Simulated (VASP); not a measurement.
A run of VASP 6.6.1 is set up as follows.

Contents of INCAR:

```
SYSTEM = TiB2
PREC = Accurate ; ENCUT = 500
EDIFF = 1E-6 ; ISMEAR = 1
SIGMA = 0.05 ; LREAL = .False.
LASPH = .True. ; NELM = 120
ALGO = Normal ; ISIF = 2
LWAVE = .False. ; LCHARG = .True.
GGA = PE ; LELF = .True.
LVHAR = .True. ; NBANDS = 16
GGA_COMPAT = .False.
```

File KPOINTS:

```
regular mesh
0
Gamma
  8 8 7
  0 0 0
```

POSCAR

```
TiB2
1.0
    3.0540628924      0.0000000000      0.0000000000
   -1.5270314462      2.6448960496      0.0000000000
    0.0000000000      0.0000000000      3.2397740519
Ti B
1 2
Direct
    0.0000000000      0.0000000000      0.0000000000
    0.3333333333      0.6666666667      0.5000000000
    0.6666666667      0.3333333333      0.5000000000
```

Potentials or basis: VASP PAW PBE potentials, release 64 (Ti_sv, B).

The run is started by

```bash
$ cat potpaw_PBE.64/Ti_sv/POTCAR potpaw_PBE.64/B/POTCAR > POTCAR
$ mpirun -np 1 vasp_std > vasp.out
```

(1) What does it give for the band gap on the k mesh?

(2) What does it give for the pressure?

## Answers

(1) zero (band 9 reaches 10.16 eV, above the bottom of band 10 at 9.64 eV).

(2) -4.7 GPa.
